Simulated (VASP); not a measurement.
Crystal: PbS.

```
CELL_PARAMETERS angstrom
0.00000 2.83339 2.98723
2.83339 0.00000 2.98723
2.83339 2.83339 0.00000
ATOMIC_POSITIONS crystal
Pb 0.00000 0.00000 0.00000
S 0.50000 0.50000 0.50000
```

This cell differs from its parent crystal: biaxial xy strain -5.2%.

Base run:

```yaml
Program: VASP 6.6.1
Functional: r2SCAN
Potentials_or_basis: VASP PAW PBE potentials, release 64 (Pb_d, S)
Cutoff: 520 eV
k_mesh: 8 × 8 × 8
Occupations: fermi-dirac, width 0.02 eV
Spin: no spin polarisation
```

Its results: band gap on the k mesh 0.16 eV, direct; pressure 8.2 GPa.

Q: The run is repeated on the same cell with these changes: functional from r2SCAN to PBE; further incar settings from ALGO = Normal; EDIFF = 1e-07; NBANDS = 17 to ALGO = Normal; EDIFF = 1e-06; NBANDS = 17. What comes out?

A: Band gap on the k mesh 0.07 eV, direct; pressure 8.7 GPa.

Caveats: spin-orbit coupling is left out, which moves the levels of the heavy elements; the PAW data sets were made with another functional, which shifts forces and pressure a little (some runs).

A k mesh can miss the band edges.
